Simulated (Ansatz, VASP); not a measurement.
**One calculation of In2O3, two programs**

```
CELL_PARAMETERS angstrom
-4.80558 4.80558 4.80558
4.80558 -4.80558 4.80558
4.80558 4.80558 -4.80558
ATOMIC_POSITIONS crystal
In 0.50000 0.50000 0.50000
In 0.50000 0.00000 0.00000
In 0.00000 0.50000 0.00000
In 0.00000 0.00000 0.50000
In 0.25000 0.71491 0.46491
In 0.75000 0.78509 0.03509
In 0.46491 0.25000 0.71491
In 0.03509 0.75000 0.78509
In 0.71491 0.46491 0.25000
In 0.78509 0.03509 0.75000
In 0.75000 0.28509 0.53509
In 0.25000 0.21491 0.96491
In 0.53509 0.75000 0.28509
In 0.96491 0.25000 0.21491
In 0.28509 0.53509 0.75000
In 0.21491 0.96491 0.25000
O 0.53591 0.77363 0.54960
O 0.72403 0.98631 0.95040
O 0.96409 0.51369 0.23772
O 0.77597 0.72637 0.26228
O 0.54960 0.53591 0.77363
O 0.95040 0.72403 0.98631
O 0.23772 0.96409 0.51369
O 0.26228 0.77597 0.72637
O 0.77363 0.54960 0.53591
O 0.98631 0.95040 0.72403
O 0.51369 0.23772 0.96409
O 0.72637 0.26228 0.77597
O 0.46409 0.22637 0.45040
O 0.27597 0.01369 0.04960
O 0.03591 0.48631 0.76228
O 0.22403 0.27363 0.73772
O 0.45040 0.46409 0.22637
O 0.04960 0.27597 0.01369
O 0.76228 0.03591 0.48631
O 0.73772 0.22403 0.27363
O 0.22637 0.45040 0.46409
O 0.01369 0.04960 0.27597
O 0.48631 0.76228 0.03591
O 0.27363 0.73772 0.22403
```

Alike in both runs: functional LDA; k mesh 2 × 2 × 2; no spin polarisation.

Ansatz relaxed the structure, and its values are those at the end. VASP's run is a single point on that final structure, the one shown.

|  | VASP | Ansatz |
| --- | --- | --- |
| version | VASP 6.6.1 | Ansatz 0.2.0 |
| potentials or method | VASP PAW LDA potentials, release 64 (In_d, O) | scalar-relativistic, plane waves, PAW |
| plane-wave cutoff (eV) | 520 | 420 |
| occupations | gaussian, width 0.01 eV | fixed |
| valence electrons in the cell | 352 | 352 |

```csv
,VASP,Ansatz,Ansatz less VASP
gap on the k mesh at the Fermi level (eV),1.98,1.96,-0.016
least direct gap on the mesh (eV),1.98,1.96,-0.016
rms of the force components (eV/Å),0.008,0.001,-0.0069
```

LDA's correlation is that of Perdew and Zunger in VASP and of Perdew and Wang (1992) in Ansatz. Ansatz's warnings: stress scf threshold loose.

The k mesh is coarse, so the values compare programs but aren't converged.
